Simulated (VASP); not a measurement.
# HfSnO4 (Cmmm) in VASP: a series of runs

HfSnO4 is run at these levels: PBE; tasks: vibrations by perturbation theory, single point.

Everything below comes from runs of VASP 6.6.1. Logs are shortened: lines on timing, memory, paths and dates and some standing lists are left out, and cuts for length are marked.

## 1. The cell of the first run

The structure is orthorhombic, space group Cmmm (No. 65). Conventional cell: a = 6.858 Å, b = 6.910 Å, c = 3.228 Å, α = 90.00°, β = 90.00°, γ = 90.00°. Within 2.8 Å of Hf (site symmetry mmm) lie 6 O at 2.09 to 2.11 Å. Sn (site symmetry mmm) has 6 O at 2.10 Å within 2.8 Å. Within 2.8 Å of O (site symmetry 2mm) lie 2 Hf at 2.09 Å and 1 Sn at 2.10 Å and 1 O at 2.67 Å. O (site symmetry m2m) has 2 Sn at 2.10 Å and 1 Hf at 2.11 Å and 1 O at 2.69 Å within 2.8 Å.

## 2. Vibrations by perturbation theory, PBE

File INCAR:

```
PREC = Accurate
ENCUT = 520
EDIFF = 1E-8
ISMEAR = 0
SIGMA = 0.01
LREAL = False
LASPH = True
NELM = 100
ALGO = Normal
ISIF = 2
LWAVE = False
LCHARG = False
GGA = PE
IBRION = 8
NSW = 1
LEPSILON = True
KPAR = 4
```

File KPOINTS:

```
regular mesh
0
Gamma
  6 6 8
```

File POSCAR:

```
HfSnO4
1.0
    3.4290174875     -3.4548555095      0.0000000000
    3.4290174875      3.4548555095      0.0000000000
    0.0000000000      0.0000000000      3.2277021389
Hf Sn O
1 1 4
Direct
    0.5000000000      0.5000000000      0.5000000000
    0.0000000000      0.0000000000      0.0000000000
    0.6943582177      0.6943582177      0.0000000000
    0.8056349650      0.1943650350      0.5000000000
    0.1943650350      0.8056349650      0.5000000000
    0.3056417823      0.3056417823      0.0000000000
```

Potentials or basis: VASP PAW PBE potentials, release 64 (Hf_pv, Sn_d, O).

Launch:

```bash
> cat potpaw_PBE.64/Hf_pv/POTCAR potpaw_PBE.64/Sn_d/POTCAR potpaw_PBE.64/O/POTCAR > POTCAR
> mpirun -np 4 vasp_std > vasp.out
```

OUTCAR:

```text
PREC = Accurate
   ENCUT = 520
   EDIFF = 1E-8
   ISMEAR = 0
   LREAL = False
   LASPH = True
   NELM = 100
   ISIF = 2
   GGA = PE
   IBRION = 8
   NSW = 1
   LEPSILON = True

 ion  position               nearest neighbor table
   1  0.500  0.500  0.500-   3 2.09   6 2.09   3 2.09   6 2.09   5 2.11   4 2.11   2 3.79   2 3.79
                             2 3.79   2 3.79   2 3.81   2 3.81   2 3.81   2 3.81
   2  0.000  0.000  0.000-   3 2.10   6 2.10   5 2.10   4 2.10   4 2.10   5 2.10   1 3.79   1 3.79
                             1 3.79   1 3.79   1 3.81   1 3.81   1 3.81   1 3.81
   3  0.694  0.694  0.000-   1 2.09   1 2.09   2 2.10
   4  0.806  0.194  0.500-   2 2.10   2 2.10   1 2.11
   5  0.194  0.806  0.500-   2 2.10   2 2.10   1 2.11
   6  0.306  0.306  0.000-   1 2.09   1 2.09   2 2.10

  LATTYP: Found a base centered orthorhombic cell.
 ALAT       =     6.8580349750
 B/A-ratio  =     1.0075351094
 C/A-ratio  =     0.4706453307

  Lattice vectors:

 A1 = (   3.4290174875,  -3.4548555095,   0.0000000000)
 A2 = (   3.4290174875,   3.4548555095,   0.0000000000)
 A3 = (   0.0000000000,   0.0000000000,   3.2277021389)

Analysis of symmetry for initial positions (statically):
=====================================================================
 Subroutine PRICEL returns:
 Original cell was already a primitive cell.

 Routine SETGRP: Setting up the symmetry group for a
 base centered orthorhombic supercell.

 Subroutine GETGRP returns: Found  8 space group operations
 (whereof  8 operations were pure point group operations)
 out of a pool of  8 trial point group operations.

The static configuration has the point symmetry D_2h.

Analysis of symmetry for dynamics (positions and initial velocities):
=====================================================================
 Subroutine PRICEL returns:
 Original cell was already a primitive cell.

 Routine SETGRP: Setting up the symmetry group for a
 base centered orthorhombic supercell.

 Subroutine GETGRP returns: Found  8 space group operations
 (whereof  8 operations were pure point group operations)
 out of a pool of  8 trial point group operations.

The dynamic configuration has the point symmetry D_2h.

 Subroutine INISYM returns: Found  8 space group operations
 (whereof  8 operations are pure point group operations),
 and found     1 'primitive' translations

[... 1002 lines left out ...]
          XX          YY          ZZ          XY          YZ          ZX
  --------------------------------------------------------------------------------
  x     0.00000     0.00000     0.00000     0.00000     0.00000     0.00000
  y     0.00000     0.00000     0.00000     0.00000     0.00000     0.00000
  z     0.00000     0.00000     0.00000     0.00000     0.00000     0.00000

 PIEZOELECTRIC TENSOR (including local field effects)  for field in x, y, z        (C/m^2)
          XX          YY          ZZ          XY          YZ          ZX
  --------------------------------------------------------------------------------
  x     0.00000     0.00000     0.00000     0.00000     0.00000     0.00000
  y     0.00000     0.00000     0.00000     0.00000     0.00000     0.00000
  z     0.00000     0.00000     0.00000     0.00000     0.00000     0.00000

 BORN EFFECTIVE CHARGES (including local field effects) (in |e|, cummulative output)
 ---------------------------------------------------------------------------------
 ion    1
    1     4.30263    -0.00000     0.00000
    2     0.00000     5.64963     0.00000
    3     0.00000     0.00000     6.14779
 ion    2
    1     4.86438    -0.00000     0.00000
    2     0.00000     3.96775     0.00000
    3     0.00000     0.00000     4.49667
 ion    3
    1    -3.23689    -0.00000     0.00000
    2     0.00000    -1.33261     0.00000
    3     0.00000     0.00000    -3.12044
 ion    4
    1    -1.34662     0.00000     0.00000
    2     0.00000    -3.47608     0.00000
    3     0.00000     0.00000    -2.20179
 ion    5
    1    -1.34662     0.00000     0.00000
    2     0.00000    -3.47608     0.00000
    3     0.00000     0.00000    -2.20179
 ion    6
    1    -3.23689    -0.00000     0.00000
    2     0.00000    -1.33261     0.00000
    3     0.00000     0.00000    -3.12044

 INTERNAL STRAIN TENSOR FOR ION    6 for displacements in x,y,z  (eV/Angst):
          X           Y           Z          XY          YZ          ZX
  --------------------------------------------------------------------------------
  x     3.24927     4.77835     9.83174     0.00000     0.00000     0.00000
  y     0.00000     0.00000     0.00000     0.94539     0.00000     0.00000
  z     0.00000     0.00000     0.00000     0.00000     0.00000    10.97175

 SECOND DERIVATIVES (NOT SYMMETRIZED)
 ------------------------------------
               1X          1Y          1Z          2X          2Y          2Z          3X          3Y          3Z          4X          4Y          4Z          5X          5Y          5Z          6X          6Y          6Z
  1X   -21.668531    0.000000    0.000000   10.332988    0.000000    0.000000    6.610069    0.000000    0.000000   -0.942298    0.000000    0.000000   -0.942298    0.000000    0.000000    6.610069    0.000000    0.000000
  1Y    -0.000000  -16.261661    0.000000    0.000000   10.645645    0.000000    0.000000    0.796551    0.000000    0.000000    2.011456    0.000000    0.000000    2.011456    0.000000    0.000000    0.796551    0.000000
  1Z     0.000000    0.000000   -7.726303    0.000000    0.000000    0.577821    0.000000    0.000000    3.280747    0.000000    0.000000    0.293494    0.000000    0.000000    0.293494    0.000000    0.000000    3.280747
  2X    10.333717    0.000000    0.000000  -19.448301    0.000000    0.000000    3.249718    0.000000    0.000000    1.307574    0.000000    0.000000    1.307574    0.000000    0.000000    3.249718    0.000000    0.000000
  2Y     0.000000   10.636734    0.000000    0.000000  -22.238077    0.000000    0.000000   -0.211402    0.000000    0.000000    6.012073    0.000000    0.000000    6.012073    0.000000    0.000000   -0.211402    0.000000
  2Z     0.000000    0.000000    0.584722    0.000000    0.000000  -15.732468    0.000000    0.000000    0.346570    0.000000    0.000000    7.227304    0.000000    0.000000    7.227304    0.000000    0.000000    0.346570
  3X     6.608852    0.000000    0.000000    3.253834    0.000000    0.000000  -19.900209    0.000000    0.000000    1.819421    2.811453    0.000000    1.819421   -2.811453    0.000000    6.398681    0.000000    0.000000
  3Y     0.000000    0.789935    0.000000    0.000000   -0.206164    0.000000    0.000000   -4.506531    0.000000    1.790792    1.800517    0.000000   -1.790792    1.800517    0.000000    0.000000    0.321727    0.000000
  3Z     0.000000    0.000000    3.278762    0.000000    0.000000    0.339199    0.000000    0.000000   -9.484309    0.000000    0.000000    1.447650    0.000000    0.000000    1.447650    0.000000    0.000000    2.971048
  4X    -0.946479   -0.000000    0.000000    1.307811    0.000000    0.000000    1.819599    1.791336    0.000000   -4.225628   -0.000000    0.000000    0.225097    0.000000    0.000000    1.819599   -1.791336    0.000000
  4Y     0.000000    2.012640    0.000000    0.000000    6.011815    0.000000    2.809065    1.798627    0.000000    0.000000  -18.565053    0.000000    0.000000    6.943344    0.000000   -2.809065    1.798627    0.000000
  4Z     0.000000    0.000000    0.291441    0.000000    0.000000    7.221577    0.000000    0.000000    1.448752    0.000000    0.000000  -10.127476    0.000000    0.000000   -0.283045    0.000000    0.000000    1.448752
  5X    -0.946479   -0.000000    0.000000    1.307811    0.000000    0.000000    1.819599   -1.791336    0.000000    0.225097    0.000000    0.000000   -4.225628   -0.000000    0.000000    1.819599    1.791336    0.000000
  5Y     0.000000    2.012640    0.000000    0.000000    6.011815    0.000000   -2.809065    1.798627    0.000000    0.000000    6.943344    0.000000    0.000000  -18.565053    0.000000    2.809065    1.798627    0.000000
  5Z     0.000000    0.000000    0.291441    0.000000    0.000000    7.221577    0.000000    0.000000    1.448752    0.000000    0.000000   -0.283045    0.000000    0.000000  -10.127476    0.000000    0.000000    1.448752
  6X     6.608852    0.000000    0.000000    3.253834    0.000000    0.000000    6.398681    0.000000    0.000000    1.819421   -2.811453    0.000000    1.819421    2.811453    0.000000  -19.900209    0.000000    0.000000
  6Y     0.000000    0.789935    0.000000    0.000000   -0.206164    0.000000    0.000000    0.321727    0.000000   -1.790792    1.800517    0.000000    1.790792    1.800517    0.000000    0.000000   -4.506531    0.000000
  6Z     0.000000    0.000000    3.278762    0.000000    0.000000    0.339199    0.000000    0.000000    2.971048    0.000000    0.000000    1.447650    0.000000    0.000000    1.447650    0.000000    0.000000   -9.484309

 Eigenvectors and eigenvalues of the dynamical matrix
 ----------------------------------------------------

   1 f  =   21.948664 THz   137.907525 2PiTHz  732.128637 cm-1    90.772341 meV
             X         Y         Z           dx          dy          dz
      3.429017  0.000000  1.613851     0.000000   -0.000000    0.000000
      0.000000  0.000000  0.000000     0.000000   -0.000000    0.000000
      4.761933  0.000000  0.000000     0.517240   -0.000000   -0.000000
      3.429017 -2.111849  1.613851     0.000000   -0.482144    0.000000
      3.429017  2.111849  1.613851    -0.000000    0.482144   -0.000000
      2.096102  0.000000  0.000000    -0.517240   -0.000000   -0.000000
[... 145 lines left out ...]
  18 f/i=    0.004554 THz     0.028611 2PiTHz    0.151890 cm-1     0.018832 meV
             X         Y         Z           dx          dy          dz
      3.429017  0.000000  1.613851     0.000000    0.000000   -0.703450
      0.000000  0.000000  0.000000     0.000000    0.000000   -0.572570
      4.761933  0.000000  0.000000     0.000000    0.000000   -0.210687
      3.429017 -2.111849  1.613851     0.000000    0.000000   -0.210408
      3.429017  2.111849  1.613851     0.000000    0.000000   -0.210408
      2.096102  0.000000  0.000000     0.000000    0.000000   -0.210687

--------------------------------------------------------------------------------------------------------

 MACROSCOPIC STATIC DIELECTRIC TENSOR IONIC CONTRIBUTION
 ------------------------------------------------------
          11.387914    -0.000000    -0.000000
          -0.000000    14.684190     0.000000
          -0.000000     0.000000    15.423539
 ------------------------------------------------------

 ELASTIC MODULI CONTR FROM IONIC RELAXATION (kBar)
 Direction    XX          YY          ZZ          XY          YZ          ZX
 --------------------------------------------------------------------------------
 XX         -53.8927      0.5210   -102.3176      0.0000     -0.0000      0.0000
 YY           0.5210    -53.5866    -39.8156     -0.0000     -0.0000     -0.0000
 ZZ        -102.3176    -39.8156   -225.3289     -0.0000     -0.0000      0.0000
 XY           0.0000     -0.0000     -0.0000    -41.9883     -0.0000     -0.0000
 YZ          -0.0000     -0.0000     -0.0000     -0.0000    -83.5183      0.0000
 ZX           0.0000     -0.0000      0.0000     -0.0000      0.0000   -404.9611
 --------------------------------------------------------------------------------

 PIEZOELECTRIC TENSOR IONIC CONTR  for field in x, y, z        (C/m^2)
          XX          YY          ZZ          XY          YZ          ZX
  --------------------------------------------------------------------------------
  x    -0.00000    -0.00000    -0.00000    -0.00000    -0.00000     0.00000
  y     0.00000     0.00000     0.00000     0.00000     0.00000     0.00000
  z    -0.00000     0.00000    -0.00000    -0.00000     0.00000    -0.00000
```

It took 17 min on 4 MPI ranks of Intel Xeon Platinum 8259CL at 2.50GHz (Skylake/Cascade Lake), shared host; peak memory 0.69 GiB.

Results:

| Quantity | Value |
| --- | --- |
| Electronic dielectric tensor (diagonal) | 4.31, 4.39, 4.89 |
| Born charges (mean of the diagonal) | Hf +5.37; Sn +4.44; O -2.56, -2.34 (each value once) e |
| Highest phonon frequency at Γ, LO-TO splitting left out | 732 cm⁻¹ |

Phonon frequencies in cm⁻¹ (negative: imaginary):
```
              q point                                                        frequencies
(0.000, 0.000, 0.000)  0 0 0 116 134 213 217 248 260 319 374 409 460 470 486 512 587 732
```

Electronic dielectric tensor:
```
4.31 0.00 0.00
0.00 4.39 0.00
0.00 0.00 4.89
```

Born effective charge tensors (e):
atom 1, Hf
```
4.30 0.00 0.00
0.00 5.65 0.00
0.00 0.00 6.15
```
atom 2, Sn
```
4.86 0.00 0.00
0.00 3.97 0.00
0.00 0.00 4.50
```
atom 3, O
```
-3.24  0.00  0.00
 0.00 -1.33  0.00
 0.00  0.00 -3.12
```
atom 4, O
```
-1.35  0.00  0.00
 0.00 -3.48  0.00
 0.00  0.00 -2.20
```
atom 5, O
```
-1.35  0.00  0.00
 0.00 -3.48  0.00
 0.00  0.00 -2.20
```
atom 6, O
```
-3.24  0.00  0.00
 0.00 -1.33  0.00
 0.00  0.00 -3.12
```

Caveat: the cell stands under pressure or tension, which shifts response properties; spin-orbit coupling is left out, which moves the levels of the heavy elements.

## 3. Single point, PBE

File POSCAR:

```
HfSnO4
1.0
    3.4290929406     -3.4548395925      0.0000000000
    3.4290929406      3.4548395925      0.0000000000
    0.0000000000      0.0000000000      3.2276317404
Hf Sn O
1 1 4
Direct
    0.5000000000      0.5000000000      0.5000000000
    0.0000000000      0.0000000000      0.0000000000
    0.6943534750      0.6943534750      0.0000000000
    0.8056415708      0.1943584292      0.5000000000
    0.1943584292      0.8056415708      0.5000000000
    0.3056465250      0.3056465250      0.0000000000
```

File INCAR.step1:

```
SYSTEM = HfSnO4
PREC     = Accurate       ! precision mode
ENCUT    = 520            ! plane-wave cutoff, eV
EDIFF    = 1E-6           ! SCF threshold, eV
ISMEAR   = 0              ! smearing method
SIGMA    = 0.02           ! smearing width, eV
LREAL    = .False.        ! projectors in reciprocal space
LASPH    = .True.         ! aspherical terms in the spheres
NELM     = 80             ! most SCF steps
ALGO     = Normal         ! electronic algorithm
ISIF     = 2              ! what is computed and relaxed
LWAVE    = .False.        ! write WAVECAR
LCHARG   = .True.         ! write CHGCAR
LMAXMIX  = 4              ! l up to which the mixer works
GGA      = PE             ! functional
NBANDS   = 33             ! bands
```

File KPOINTS.step1:

```
Automatic mesh
0
Gamma
  6 6 8
  0 0 0
```

File INCAR.step2:

```
SYSTEM = HfSnO4
PREC     = Accurate       ! precision mode
ENCUT    = 520            ! plane-wave cutoff, eV
EDIFF    = 1E-6           ! SCF threshold, eV
ISMEAR   = -5             ! smearing method
SIGMA    = 0.02           ! smearing width, eV
LREAL    = .False.        ! projectors in reciprocal space
LASPH    = .True.         ! aspherical terms in the spheres
NELM     = 80             ! most SCF steps
ALGO     = Normal         ! electronic algorithm
ISIF     = 2              ! what is computed and relaxed
LWAVE    = .False.        ! write WAVECAR
LCHARG   = .False.        ! write CHGCAR
LMAXMIX  = 4              ! l up to which the mixer works
GGA      = PE             ! functional
LORBIT   = 11             ! projections on sites
NEDOS    = 2001           ! points of the DOS
ICHARG   = 11             ! starting density
```

File KPOINTS.step2:

```
Automatic mesh
0
Gamma
  9 9 12
  0 0 0
```

Potentials or basis: VASP PAW PBE potentials, release 64 (Hf_pv, Sn_d, O).

Launch:

```bash
> cat potpaw_PBE.64/Hf_pv/POTCAR potpaw_PBE.64/Sn_d/POTCAR potpaw_PBE.64/O/POTCAR > POTCAR
> cp INCAR.step1 INCAR
> cp KPOINTS.step1 KPOINTS
> mpirun -np 1 vasp_std > vasp.out
> cp INCAR.step2 INCAR
> cp KPOINTS.step2 KPOINTS
> mpirun -np 1 vasp_std > vasp.out
```

Wall time 6.7 min (1 thread of Intel Xeon 8259CL, shared host); peak memory 0.41 GiB.

The run converged. Its results:

```
Valence electrons inside the program's atomic spheres : Hf 8.39; Sn 12.22; O 5.08, 5.05 (each value once)
```

Levels at points of the mesh, in eV from the valence-band top:
```tsv
k point	band 21	band 22	band 23	band 24	band 25	band 26	band 27	band 28
(0.00, 0.00, 0.00)	-1.01	-0.68	-0.64	0.00	2.13	4.36	5.95	6.32
(0.00, 0.00, 0.50)	-1.96	-1.54	-1.02	-0.77	5.42	5.64	5.80	5.81
```

Caveat: spin-orbit coupling is left out, which moves the levels of the heavy elements.
